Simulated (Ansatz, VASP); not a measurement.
**Ta: VASP beside Ansatz**

INCAR

```
ALGO = Normal
EDIFF = 1E-6
ENCUT = 520
GGA = PE
ISIF = 2
ISMEAR = 0
LASPH = True
LCHARG = False
LREAL = False
LWAVE = False
NBANDS = 12
NELM = 60
PREC = Accurate
SIGMA = 0.15
```

File KPOINTS:

```
k-points
0
Gamma
  20 20 20
```

File POSCAR:

```
Ta
1.0
   -1.5191776000      1.5191776000      1.6512800000
    1.5191776000     -1.5191776000      1.6512800000
    1.5191776000      1.5191776000     -1.6512800000
Ta
1
Direct
    0.0000000000      0.0000000000      0.0000000000
```

Input for Ansatz:

```yaml
crystal:
  lattice:
    - [-1.5191776, 1.5191776, 1.65128]
    - [1.5191776, -1.5191776, 1.65128]
    - [1.5191776, 1.5191776, -1.65128]
  atoms:
    - { symbol: Ta, position: [0.0, 0.0, 0.0] }
basis:
  ecutwfc: 420
kpoints:
  mp_grid: { grid: [20, 20, 20] }
hamiltonian:
  xc: pbe
scf:
  occupations: { method: gaussian, width: 0.15 }
output:
  forces: true
  stress: true
  eigenvalues: true
```

Change from the starting cell: strain -0.080 along x and y, +0.000 along z, atoms carried along.

Alike in both runs: task single point; functional PBE; k mesh 20 × 20 × 20; occupations gaussian, width 0.15 eV; no spin polarisation.

|  | VASP | Ansatz |
| --- | --- | --- |
| version | VASP 6.6.1 | Ansatz 0.2.0 |
| potentials or method | VASP PAW PBE potentials, release 64 (Ta_pv), cutoff 520 eV | scalar-relativistic, plane waves, PAW |
| valence electrons in the cell | 11 | 13 |

|  | VASP | Ansatz | Ansatz less VASP |
| --- | --- | --- | --- |
| gap on the k mesh at the Fermi level (eV) | none | none | - |
| pressure (GPa) | 51.1 | 50.6 | -0.58 |
| traceless stress, the component that is largest in VASP (GPa) | -9.49 | -9.51 | -0.024 |

A gap of «none» marks a metal or a gap that the smearing closes. Both programs put the cell under a high pressure, so it lies far from rest at this level. VASP's potentials hold 11 valence electrons a cell and Ansatz's 13, so a difference there can come from the potentials and not from the codes.

Spin-orbit coupling is off throughout.
